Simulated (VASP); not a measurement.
A run of VASP 6.6.1 is set up as follows.

POSCAR

```
CuI
1.0
    4.0551101069      0.0000000000      0.0000000000
    0.0000000000      3.9403504908      0.0000000000
    0.0000000000      0.0000000000      6.3456837528
Cu I
2 2
Direct
    0.5000000000      0.5000000000     -0.0053743623
    0.0000000000      0.0000000000      0.0053743623
    0.5000000000      0.0000000000      0.2705237043
    0.0000000000      0.5000000000      0.7294762957
```

INCAR.step1

```
PREC = Accurate
ENCUT = 520
ISMEAR = 0
SIGMA = 0.01
LREAL = False
LASPH = True
NELM = 60
NBANDS = 26
GGA = PE
ALGO = Normal
EDIFF = 1E-4
LWAVE = True
LCHARG = False
```

INCAR.step2

```
PREC = Accurate
ENCUT = 520
EDIFF = 1E-6
ISMEAR = 0
SIGMA = 0.01
LREAL = False
LASPH = True
NELM = 60
ALGO = Normal
ISIF = 2
LWAVE = False
LCHARG = False
METAGGA = R2SCAN
LMIXTAU = True
NBANDS = 26
ISTART = 1
```

The input KPOINTS:

```
regular mesh
0
Gamma
  6 6 4
```

Potentials or basis: VASP PAW PBE potentials, release 64 (Cu, I).

Run with:

```bash
$ cat potpaw_PBE.64/Cu/POTCAR potpaw_PBE.64/I/POTCAR > POTCAR
$ cp INCAR.step1 INCAR
$ mpirun -np 1 vasp_std > vasp.out
$ cp INCAR.step2 INCAR
$ mpirun -np 1 vasp_std > vasp.out
```

Task: Estimate the largest force.

Result: 0.008 eV/Å.

Task: Estimate the band gap on the k mesh.

Result: 2.03 eV.

Task: What does it give for the pressure?

Result: 1.9 GPa.

Stress tensor (GPa, compression positive):
```
1.25 0.00 0.00
0.00 3.10 0.00
0.00 0.00 1.45
```

Caveat: the cell differs from its parent crystal (uniaxial y strain -2.8%); the PAW data sets were made with another functional, which shifts forces and pressure a little; spin-orbit coupling is left out, which moves the levels of the heavy elements. A k mesh can miss the band edges.
